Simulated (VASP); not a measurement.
Write the native input for VASP 6.6.1 that does the following.

```yaml
Task: relaxation of cell and atoms
Functional: PBE
Potentials_or_basis: VASP PAW PBE potentials, release 64 (Zr_sv, H)
Cutoff: 600 eV
k_mesh: 6 × 6 × 6
Occupations: gaussian, width 0.1 eV
Spin: no spin polarisation
Dipole_correction: no
Further_INCAR_settings: ALGO = Normal; EDIFF = 1e-06; IBRION = 2; EDIFFG = -0.04; NSW = 90; ISIF = 3
```

The structure of Zr4H lies in POSCAR:

```
Zr4H
1.0
   -2.6416731000      2.6416731000      2.6416731000
    2.6416731000     -2.6416731000      2.6416731000
    2.6416731000      2.6416731000     -2.6416731000
Zr H
4 1
Direct
    0.0000000000      0.0000000000      0.5000000000
    0.0000000000      0.5000000000      0.0000000000
    0.5000000000      0.0000000000      0.0000000000
    0.5000000000      0.5000000000      0.5000000000
    0.0000000000      0.0000000000      0.0000000000
```

The cell was generated, and may not be a known phase.

These files were run (other wordings do the same):

INCAR

```
PREC = Accurate
ENCUT = 600
EDIFF = 1E-6
ISMEAR = 0
SIGMA = 0.1
LREAL = False
LASPH = True
NELM = 80
ALGO = Normal
ISIF = 3
LWAVE = False
LCHARG = False
GGA = PE
IBRION = 2
NSW = 90
EDIFFG = -0.04
```

KPOINTS

```
regular mesh
0
Gamma
  6 6 6
```

Potentials or basis: VASP PAW PBE potentials, release 64 (Zr_sv, H).

Command:

```bash
$ cat potpaw_PBE.64/Zr_sv/POTCAR potpaw_PBE.64/H/POTCAR > POTCAR
$ mpirun -np 1 vasp_std > vasp.out
```

Results of the run:

```yaml
Relaxed_volume: 19.82 Å³/atom
Relaxed_cell: a = 5.049 Å, b = 5.049 Å, c = 5.049 Å, α = 109.47°, β = 109.47°, γ = 109.47°
Space_group_after_relaxing_to_0.1_Å: Im-3m (No. 229)
Energy_gained_by_relaxing: 485.3 meV/atom
Ionic_steps: 3
Pressure_after_relaxing: 0.1 GPa
Band_gap_on_the_k_mesh: zero (an odd number of electrons rules out a gap without spin polarisation)
```

Caveat: the volume moved by over 15 % at a fixed basis, so the end points are rough.

Wall time 5.1 min on 1 thread of Oxide Virtual Turin-like Processor, with other jobs on the host, peak memory 0.22 GiB.
